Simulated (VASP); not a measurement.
# Si2Mo (I4/mmm) in VASP: a series of runs, part 3 of 3

VASP 6.6.1.

## 6. Vibrations by perturbation theory, BLYP

The input, INCAR:

```
SYSTEM = Si2Mo
PREC     = Accurate       ! precision mode
ENCUT    = 520            ! plane-wave cutoff, eV
EDIFF    = 1E-8           ! SCF threshold, eV
ISMEAR   = -1             ! smearing method
SIGMA    = 0.02           ! smearing width, eV
LREAL    = .False.        ! projectors in reciprocal space
LASPH    = .True.         ! aspherical terms in the spheres
NELM     = 100            ! most SCF steps
ALGO     = Normal         ! electronic algorithm
ISIF     = 2              ! what is computed and relaxed
LWAVE    = .False.        ! write WAVECAR
LCHARG   = .False.        ! write CHGCAR
GGA      = B5             ! functional
ALDAX    = 1.0          
AGGAX    = 1.0          
AGGAC    = 1.0          
ALDAC    = 0.0          
NBANDS   = 18             ! bands
IBRION   = 8              ! ionic algorithm
NSW      = 1              ! ionic steps
```

The input, KPOINTS:

```
Automatic mesh
0
Gamma
  9 9 9
  0 0 0
```

The input, POSCAR:

```
Si2Mo
1.0
   -1.6000000000      1.6000000000      3.9305000000
    1.6000000000     -1.6000000000      3.9305000000
    1.6000000000      1.6000000000     -3.9305000000
Mo Si
1 2
Direct
    0.0000000000      0.0000000000      0.0000000000
    0.6670000000      0.6670000000      0.0000000000
    0.3330000000      0.3330000000      0.0000000000
```

Potentials or basis: VASP PAW PBE potentials, release 64 (Mo_sv, Si).

The run is started by

```bash
> cat potpaw_PBE.64/Mo_sv/POTCAR potpaw_PBE.64/Si/POTCAR > POTCAR
> mpirun -np 1 vasp_std > vasp.out
```

OUTCAR:

```text
SYSTEM = Si2Mo
   PREC = Accurate
   ENCUT = 520
   EDIFF = 1E-8
   ISMEAR = -1
   LREAL = .False.
   LASPH = .True.
   NELM = 100
   ISIF = 2
   GGA = B5
   IBRION = 8
   NSW = 1

 ion  position               nearest neighbor table
   1  0.000  0.000  0.000-   2 2.62   3 2.62   2 2.62   3 2.62   2 2.62   3 2.62   3 2.62   2 2.62
                             2 2.62   3 2.62
   2  0.667  0.667  0.000-   3 2.61   3 2.61   3 2.61   3 2.61   1 2.62   1 2.62   1 2.62   1 2.62
                             1 2.62   3 2.63
   3  0.333  0.333  0.000-   2 2.61   2 2.61   2 2.61   2 2.61   1 2.62   1 2.62   1 2.62   1 2.62
                             1 2.62   2 2.63

  LATTYP: Found a body centered tetragonal cell.
 ALAT       =     3.2000000000
 C/A-ratio  =     2.4565625000

  Lattice vectors:

 A1 = (  -1.6000000000,   1.6000000000,   3.9305000000)
 A2 = (   1.6000000000,  -1.6000000000,   3.9305000000)
 A3 = (   1.6000000000,   1.6000000000,  -3.9305000000)
[... 763 lines left out ...]
  x     0.00000     0.00000     0.00000     0.00000     0.00000     1.16605
  y    -0.00000    -0.00000     0.00000     0.00000     2.10309     0.00000
  z     1.89551     1.89551     1.31436     0.00000     0.00000     0.00000

 SECOND DERIVATIVES (NOT SYMMETRIZED)
 ------------------------------------
               1X          1Y          1Z          2X          2Y          2Z          3X          3Y          3Z
  1X    -8.768975    0.000000    0.000000    4.384487   -0.000000    0.000000    4.384487   -0.000000    0.000000
  1Y     0.000000   -8.768975    0.000000    0.000000    4.384487    0.000000    0.000000    4.384487    0.000000
  1Z     0.000000    0.000000  -12.718838    0.000000    0.000000    6.359419    0.000000    0.000000    6.359419
  2X     4.384234    0.000000    0.000000   -7.423865    0.000000    0.000000    3.039632    0.000000    0.000000
  2Y    -0.000000    4.384234    0.000000    0.000000   -7.423865   -0.000000    0.000000    3.039632    0.000000
  2Z     0.000000    0.000000    6.361507    0.000000   -0.000000  -11.559610    0.000000   -0.000000    5.198103
  3X     4.384234    0.000000    0.000000    3.039632    0.000000    0.000000   -7.423865    0.000000    0.000000
  3Y    -0.000000    4.384234    0.000000    0.000000    3.039632    0.000000    0.000000   -7.423865   -0.000000
  3Z     0.000000    0.000000    6.361507    0.000000   -0.000000    5.198103    0.000000   -0.000000  -11.559610

 Eigenvectors and eigenvalues of the dynamical matrix
 ----------------------------------------------------

   1 f  =   12.075938 THz    75.875358 2PiTHz  402.809945 cm-1    49.942046 meV
             X         Y         Z           dx          dy          dz
      0.000000  0.000000  0.000000    -0.000000   -0.000000   -0.000000
      0.000000  0.000000  5.243287    -0.000000   -0.000000    0.707107
      0.000000  0.000000  2.617713     0.000000    0.000000   -0.707107
[... 43 lines left out ...]
   9 f/i=    0.000742 THz     0.004662 2PiTHz    0.024751 cm-1     0.003069 meV
             X         Y         Z           dx          dy          dz
      0.000000  0.000000  0.000000    -0.000000   -0.000000   -0.794232
      0.000000  0.000000  5.243287    -0.000000   -0.000000   -0.429649
      0.000000  0.000000  2.617713    -0.000000   -0.000000   -0.429649

--------------------------------------------------------------------------------------------------------

 ELASTIC MODULI CONTR FROM IONIC RELAXATION (kBar)
 Direction    XX          YY          ZZ          XY          YZ          ZX
 --------------------------------------------------------------------------------
 XX         -17.0699    -17.0699    -11.8364      0.0000      0.0000     -0.0000
 YY         -17.0699    -17.0699    -11.8364      0.0000      0.0000     -0.0000
 ZZ         -11.8364    -11.8364     -8.2074      0.0000      0.0000     -0.0000
 XY           0.0000      0.0000      0.0000      0.0000      0.0000      0.0000
 YZ           0.0000      0.0000      0.0000      0.0000    -33.6536     -0.0000
 ZX          -0.0000     -0.0000     -0.0000      0.0000     -0.0000    -10.3454
 --------------------------------------------------------------------------------
```

OSZICAR:

```text
N       E                     dE             d eps       ncg     rms          rms(c)
DAV:   1     0.123583431384E+03    0.12358E+03   -0.11251E+04  2708   0.116E+03
DAV:   2    -0.169906770567E+02   -0.14057E+03   -0.13755E+03  3336   0.298E+02
DAV:   3    -0.199842593418E+02   -0.29936E+01   -0.29681E+01  3210   0.386E+01
[... 79 lines left out ...]
RMM:   7    -0.235950380333E-01   -0.58378E-05   -0.55235E-07  4404   0.372E-03    0.769E-04
RMM:   8    -0.235957749902E-01   -0.73696E-06    0.10548E-07  4412   0.972E-04    0.320E-04
RMM:   9    -0.235968313474E-01   -0.10564E-05   -0.11546E-08  4431   0.394E-04    0.792E-05
RMM:  10    -0.235971848912E-01   -0.35354E-06   -0.33041E-08  4713   0.127E-04    0.179E-05
RMM:  11    -0.235971840920E-01    0.79929E-09   -0.12836E-08  4541   0.427E-05    0.381E-06
 Linear response finished
```

stdout:

```text
POSCAR found type information on POSCAR MoSi
 POSCAR found :  2 types and       3 ions
 scaLAPACK will be used
 -----------------------------------------------------------------------------
|                                                                             |
|                                                                             |
|     You enforced a specific xc type in the INCAR file but a different       |
|     I HOPE YOU KNOW WHAT YOU ARE DOING!                                     |
|                                                                             |
 -----------------------------------------------------------------------------

 LDA part: xc-table for (Slater(with rela. corr.)+VWN5), standard interpolation
 POSCAR, INCAR and KPOINTS ok, starting setup
 FFT: planning ... GRIDC
 FFT: planning ... GRID_SOFT
 FFT: planning ... GRID
 WAVECAR not read
 entering main loop
 Linear response reoptimize wavefunctions to high precision
 Linear response DOF=           4
 Linear response progress:
 first order change of Fermi-energy  -0.24707E-03
 force on displaced ion       1 direction 1 :  -8.769  -0.000   0.000
 Linear response progress:
 first order change of Fermi-energy   0.41581E-03
 force on displaced ion       1 direction 3 :   0.000   0.000 -12.719
 Linear response progress:
 first order change of Fermi-energy   0.26696E-04
 force on displaced ion       2 direction 1 :  -7.424  -0.000  -0.000
 Linear response progress:
 first order change of Fermi-energy  -0.31365E+00
 force on displaced ion       2 direction 3 :  -0.000  -0.000 -11.560
 Linear response finished
```

Run time: 9 min. Hardware: 1 thread of Intel Xeon 6975P-C (Granite Rapids), shared host; peak memory 0.57 GiB.

Results:

- Highest phonon frequency at Γ: 403 cm⁻¹

Phonon frequencies in cm⁻¹ (negative: imaginary):
```csv
q point,frequencies
"(0.000, 0.000, 0.000)",0 0 0 259 259 312 318 318 403
```

Caveat: the cell stands under pressure or tension, which shifts response properties.

## 7. Vibrations by perturbation theory, PBE

The input, INCAR:

```
PREC = Accurate ; ENCUT = 520
EDIFF = 1E-8 ; ISMEAR = -1
SIGMA = 0.05 ; LREAL = F
LASPH = T ; NELM = 60
ALGO = Normal ; ISIF = 2
LWAVE = F ; LCHARG = F
GGA = PE ; IBRION = 8
NSW = 1
```

The input, KPOINTS:

```
Automatic mesh
0
Gamma
  9 9 9
```

POSCAR is that of step 6.

Potentials or basis: VASP PAW PBE potentials, release 64 (Mo_sv, Si).

The run is started by

```bash
> cat potpaw_PBE.64/Mo_sv/POTCAR potpaw_PBE.64/Si/POTCAR > POTCAR
> mpirun -np 1 vasp_std > vasp.out
```

OUTCAR:

```text
PREC = Accurate
   ENCUT = 520
   EDIFF = 1E-8
   ISMEAR = -1
   LREAL = F
   LASPH = T
   NELM = 60
   ISIF = 2
   GGA = PE
   IBRION = 8
   NSW = 1

 ion  position               nearest neighbor table
   1  0.000  0.000  0.000-   2 2.62   3 2.62   2 2.62   3 2.62   2 2.62   3 2.62   3 2.62   2 2.62
                             2 2.62   3 2.62
   2  0.667  0.667  0.000-   3 2.61   3 2.61   3 2.61   3 2.61   1 2.62   1 2.62   1 2.62   1 2.62
                             1 2.62   3 2.63
   3  0.333  0.333  0.000-   2 2.61   2 2.61   2 2.61   2 2.61   1 2.62   1 2.62   1 2.62   1 2.62
[... 716 lines left out ...]
  3Y     0.000000    4.720308   -0.000000    0.000000    3.335048    0.000000    0.000000   -8.055355    0.000000
  3Z     0.000000   -0.000000    6.590147    0.000000    0.000000    5.640348    0.000000    0.000000  -12.230496

 Eigenvectors and eigenvalues of the dynamical matrix
 ----------------------------------------------------

   1 f  =   12.470562 THz    78.354855 2PiTHz  415.973188 cm-1    51.574079 meV
             X         Y         Z           dx          dy          dz
      0.000000  0.000000  0.000000     0.000000   -0.000000    0.000000
      0.000000  0.000000  5.243287     0.000000    0.000000    0.707107
      0.000000  0.000000  2.617713     0.000000    0.000000   -0.707107
[... 43 lines left out ...]
   9 f/i=    0.000449 THz     0.002820 2PiTHz    0.014971 cm-1     0.001856 meV
             X         Y         Z           dx          dy          dz
      0.000000  0.000000  0.000000     0.000000    0.000000   -0.794212
      0.000000  0.000000  5.243287     0.000000   -0.000000   -0.429667
      0.000000  0.000000  2.617713     0.000000    0.000000   -0.429667

--------------------------------------------------------------------------------------------------------

 ELASTIC MODULI CONTR FROM IONIC RELAXATION (kBar)
 Direction    XX          YY          ZZ          XY          YZ          ZX
 --------------------------------------------------------------------------------
 XX         -10.8189    -10.8189    -11.4624      0.0000      0.0000     -0.0000
 YY         -10.8189    -10.8189    -11.4624      0.0000      0.0000     -0.0000
 ZZ         -11.4624    -11.4624    -12.1441      0.0000      0.0000     -0.0000
 XY           0.0000      0.0000      0.0000      0.0000      0.0000      0.0000
 YZ           0.0000      0.0000      0.0000      0.0000    -21.6726     -0.0000
 ZX          -0.0000     -0.0000     -0.0000      0.0000     -0.0000     -5.2310
 --------------------------------------------------------------------------------
```

OSZICAR:

```text
N       E                     dE             d eps       ncg     rms          rms(c)
DAV:   1     0.121019759492E+03    0.12102E+03   -0.11499E+04  2250   0.140E+03
DAV:   2    -0.211213875498E+02   -0.14214E+03   -0.14044E+03  2733   0.334E+02
DAV:   3    -0.241469079437E+02   -0.30255E+01   -0.29179E+01  3013   0.437E+01
[... 84 lines left out ...]
RMM:   7    -0.226032612997E-01   -0.13070E-05   -0.18927E-06  3678   0.386E-03    0.111E-03
RMM:   8    -0.226023474152E-01    0.91388E-06    0.27303E-07  3651   0.204E-03    0.389E-04
RMM:   9    -0.226025498729E-01   -0.20246E-06    0.10483E-08  3952   0.667E-04    0.113E-04
RMM:  10    -0.226029600941E-01   -0.41022E-06   -0.12026E-07  3915   0.231E-04    0.273E-05
RMM:  11    -0.226030206708E-01   -0.60577E-07   -0.78311E-09  4054   0.543E-05    0.768E-06
RMM:  12    -0.226030172220E-01    0.34488E-08    0.18397E-08  3864   0.185E-05    0.286E-06
 Linear response finished
```

stdout:

```text
POSCAR found type information on POSCAR MoSi
 POSCAR found :  2 types and       3 ions
 scaLAPACK will be used
 LDA part: xc-table for (Slater+PW92), standard interpolation
 POSCAR, INCAR and KPOINTS ok, starting setup
 FFT: planning ... GRIDC
 FFT: planning ... GRID_SOFT
 FFT: planning ... GRID
 WAVECAR not read
 entering main loop
 Linear response reoptimize wavefunctions to high precision
 Linear response DOF=           4
 Linear response progress:
 first order change of Fermi-energy  -0.30355E-03
 force on displaced ion       1 direction 1 :  -9.442  -0.000  -0.000
 Linear response progress:
 first order change of Fermi-energy   0.41552E-03
 force on displaced ion       1 direction 3 :   0.000   0.000 -13.178
 Linear response progress:
 first order change of Fermi-energy   0.47880E-04
 force on displaced ion       2 direction 1 :  -8.055  -0.000  -0.000
 Linear response progress:
 first order change of Fermi-energy   0.41752E+00
 force on displaced ion       2 direction 3 :  -0.000  -0.000 -12.230
 Linear response finished
```

It took 25 min on 1 thread of AMD EPYC 7R13, shared host; peak memory 0.5 GiB.

What came out:

```
Highest phonon frequency at Γ : 416 cm⁻¹
```

Phonon frequencies in cm⁻¹ (negative: imaginary):
| q point | frequencies |
| --- | --- |
| (0.000, 0.000, 0.000) | 0 0 0 269 269 318 332 332 416 |

Caveat: the cell stands under pressure or tension, which shifts response properties.
